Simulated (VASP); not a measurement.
# NaH (Pm-3m) in VASP: further runs, part 2 of 2

VASP 6.6.1.

## Step 3: Single point, r2SCAN

File POSCAR:

```
NaH
1.0
    2.9323912064      0.0000000000      0.0000000000
    0.0000000000      2.9323912064      0.0000000000
    0.0000000000      0.0000000000      2.9323912064
Na H
1 1
Direct
    0.0000000000      0.0000000000      0.0000000000
    0.5000000000      0.5000000000      0.5000000000
```

File INCAR.step1:

```
SYSTEM = NaH
PREC = Accurate ; ENCUT = 520
ISMEAR = 0 ; SIGMA = 0.01
LREAL = .False. ; LASPH = .True.
NELM = 80 ; NBANDS = 11
GGA = PE ; ALGO = Normal
EDIFF = 1E-4 ; LWAVE = .True.
LCHARG = .False.
```

File INCAR.step2:

```
SYSTEM = NaH
PREC = Accurate ; ENCUT = 520
EDIFF = 1E-6 ; ISMEAR = 0
SIGMA = 0.01 ; LREAL = .False.
LASPH = .True. ; NELM = 80
ALGO = Normal ; ISIF = 2
LWAVE = .False. ; LCHARG = .True.
METAGGA = R2SCAN ; LMIXTAU = .True.
LELF = .True. ; LVHAR = .True.
NBANDS = 11 ; ISTART = 1
```

File KPOINTS:

```
regular mesh
0
Gamma
  6 6 6
  0 0 0
```

Potentials or basis: VASP PAW PBE potentials, release 64 (Na_pv, H).

The run is started by

```
$ cat potpaw_PBE.64/Na_pv/POTCAR potpaw_PBE.64/H/POTCAR > POTCAR
$ cp INCAR.step1 INCAR
$ mpirun -np 1 vasp_std > vasp.out
$ cp INCAR.step2 INCAR
$ mpirun -np 1 vasp_std > vasp.out
```

OUTCAR:

```text
SYSTEM = NaH
   PREC = Accurate
   ENCUT = 520
   EDIFF = 1E-6
   ISMEAR = 0
   LREAL = .False.
   LASPH = .True.
   NELM = 80
   ISIF = 2
   METAGGA = R2SCAN
   ISTART = 1

 ion  position               nearest neighbor table
   1  0.000  0.000  0.000-
   2  0.500  0.500  0.500-

  LATTYP: Found a simple cubic cell.
 ALAT       =     2.9323912064

  Lattice vectors:

 A1 = (   2.9323912064,   0.0000000000,   0.0000000000)
[... 459 lines left out ...]

------------------------ aborting loop because EDIFF is reached ----------------------------------------

  FORCE on cell =-STRESS in cart. coord.  units (eV):
  Direction    XX          YY          ZZ          XY          YZ          ZX
  --------------------------------------------------------------------------------------
  -------------------------------------------------------------------------------------
  Total       -0.0423018     -0.0423018     -0.0423018      0.0000000     -0.0000000      0.0000000
  in kB       -2.6878406     -2.6878406     -2.6878406      0.0000000     -0.0000000      0.0000000
  external PRESSURE =      -2.6878406 kB  Pullay stress =       0.0000000 kB

 VOLUME and BASIS-vectors are now :
 -----------------------------------------------------------------------------
  energy-cutoff  :      520.00
  volume of cell :       25.22
      direct lattice vectors                 reciprocal lattice vectors
     2.932391206  0.000000000  0.000000000     0.341018619  0.000000000  0.000000000
     0.000000000  2.932391206  0.000000000     0.000000000  0.341018619  0.000000000
     0.000000000  0.000000000  2.932391206     0.000000000  0.000000000  0.341018619

 POSITION                                       TOTAL-FORCE (eV/Angst)
 -----------------------------------------------------------------------------------
      0.00000      0.00000      0.00000         0.000000      0.000000      0.000000
      1.46620      1.46620      1.46620         0.000000      0.000000      0.000000
 -----------------------------------------------------------------------------------
    total drift:                                0.000000      0.000000      0.000000

  FREE ENERGIE OF THE ION-ELECTRON SYSTEM (eV)
  ---------------------------------------------------
  free  energy   TOTEN  =        -7.2929098251 eV

  energy  without entropy=       -7.2929098251  energy(sigma->0) =       -7.29290983
```

OUTCAR.step1:

```text
SYSTEM = NaH
   PREC = Accurate
   ENCUT = 520
   ISMEAR = 0
   LREAL = .False.
   LASPH = .True.
[... 495 lines left out ...]
      0.00000      0.00000      0.00000         0.000000      0.000000      0.000000
      1.46620      1.46620      1.46620         0.000000      0.000000      0.000000
 -----------------------------------------------------------------------------------
    total drift:                                0.000000      0.000000      0.000000

  FREE ENERGIE OF THE ION-ELECTRON SYSTEM (eV)
  ---------------------------------------------------
  free  energy   TOTEN  =        -4.7684143393 eV

  energy  without entropy=       -4.7684143393  energy(sigma->0) =       -4.76841434
```

OSZICAR.step1:

```text
N       E                     dE             d eps       ncg     rms          rms(c)
DAV:   1     0.377793264899E+02    0.37779E+02   -0.45030E+03   440   0.780E+02
DAV:   2    -0.393115949417E+01   -0.41710E+02   -0.40200E+02   464   0.193E+02
DAV:   3    -0.522824904926E+01   -0.12971E+01   -0.12947E+01   505   0.325E+01
DAV:   4    -0.523559152862E+01   -0.73425E-02   -0.73416E-02   506   0.248E+00
DAV:   5    -0.523563991386E+01   -0.48385E-04   -0.48384E-04   491   0.210E-01    0.313E+00
DAV:   6    -0.487951063383E+01    0.35613E+00   -0.34407E-01   485   0.325E+00    0.148E+00
DAV:   7    -0.476610859836E+01    0.11340E+00   -0.38152E-01   464   0.253E+00    0.378E-01
DAV:   8    -0.476868543746E+01   -0.25768E-02   -0.88722E-03   482   0.109E+00    0.733E-02
DAV:   9    -0.476843401804E+01    0.25142E-03   -0.16642E-03   494   0.423E-01    0.280E-02
DAV:  10    -0.476841433929E+01    0.19679E-04   -0.93044E-05   292   0.568E-02
   1 F= -.47684143E+01 E0= -.47684143E+01  d E =-.344296E-22
```

It took 12 s on 1 thread of Intel Xeon Platinum 8375C at 2.90GHz (Ice Lake), shared host; peak memory 0.14 GiB.

Results:

* Free energy: -7.2929 eV
* Pressure: -0.3 GPa
* Band gap on the k mesh: 1.60 eV, indirect (least direct gap 5.16 eV)

Caveat: the PAW data sets were made with another functional, which shifts forces and pressure a little. A k mesh can miss the band edges.

## Step 4: Single point, HSE06

POSCAR is that of step 3.

File INCAR.step1:

```
SYSTEM = NaH
  PREC = Accurate
  ENCUT = 520
  EDIFF = 1E-5
  ISMEAR = 0
  SIGMA = 0.01
  LREAL = .FALSE.
  LASPH = .TRUE.
  NELM = 60
  ALGO = Normal
  ISIF = 2
  LWAVE = .TRUE.
  LCHARG = .FALSE.
  NBANDS = 11
  GGA = PE
```

File INCAR.step2:

```
SYSTEM = NaH
  PREC = Accurate
  ENCUT = 520
  EDIFF = 1E-7
  ISMEAR = 0
  SIGMA = 0.01
  LREAL = .FALSE.
  LASPH = .TRUE.
  NELM = 60
  ALGO = Normal
  ISIF = 2
  LWAVE = .FALSE.
  LCHARG = .FALSE.
  GGA = PE
  LHFCALC = .TRUE.
  HFSCREEN = 0.2079
  PRECFOCK = Normal
  NBANDS = 11
  ISTART = 1
```

File KPOINTS:

```
regular mesh
0
G
  6 6 6
  0 0 0
```

The run is started by

```
$ cat potpaw_PBE.64/Na_pv/POTCAR potpaw_PBE.64/H/POTCAR > POTCAR
$ cp INCAR.step1 INCAR
$ mpirun -np 1 vasp_std > vasp.out
$ cp INCAR.step2 INCAR
$ mpirun -np 1 vasp_std > vasp.out
```

It took 5.4 min on 1 thread of Intel Xeon Platinum 8375C at 2.90GHz (Ice Lake), shared host; peak memory 0.24 GiB.

The run converged. Its results:

```yaml
Free_energy: -5.4437 eV
Pressure: 0.3 GPa
Band_gap_on_the_k_mesh: 1.88 eV, indirect (least direct gap 5.71 eV)
```

Levels at points of the mesh, in eV from the valence-band top:
```csv
k point,band 1,band 2,band 3,band 4,band 5,band 6,band 7,band 8
"(0.00, 0.00, 0.00)",-27.08,-27.08,-27.08,-6.60,10.26,12.22,12.22,13.92
"(0.50, 0.00, 0.00)",-27.26,-27.06,-27.06,-3.84,1.88,12.49,15.58,16.00
"(0.50, 0.50, 0.00)",-27.23,-27.23,-27.05,-1.96,5.24,5.24,8.07,16.34
"(0.50, 0.50, 0.50)",-27.20,-27.20,-27.20,0.00,7.95,7.95,7.95,10.43
```

Caveat: the PAW data sets were made with another functional, which shifts forces and pressure a little. A k mesh can miss the band edges.

## Step 5: Summary

| level | grid for exact exchange (PRECFOCK) | screening parameter | gap on the mesh (eV) | pressure (GPa) |
| --- | --- | --- | --- | --- |
| PBE | - | - | 1.03 | 0.8 |
| r2SCAN | - | - | 1.60 | -0.3 |
| HSE06 | Normal | 0.2079 1/Å | 1.88 | 0.3 |

Alike in all rows: task single point; potentials or basis VASP PAW PBE potentials, release 64 (Na_pv, H); no spin polarisation; cell as given; k mesh 6 × 6 × 6; cutoff (eV) 520; smearing gaussian 0.01 eV.

On the cell as given the gap runs from 1.03 eV (PBE) to 1.88 eV (HSE06). The pressure there spans -0.3 GPa (r2SCAN) to 0.8 GPa (PBE); a positive pressure means that this level wants a larger cell, a negative one a smaller.

Caveats: the PAW data sets were made with another functional, which shifts forces and pressure a little (some runs).

Total energies depend on the potentials used, so only differences within one code and one set of settings carry meaning.
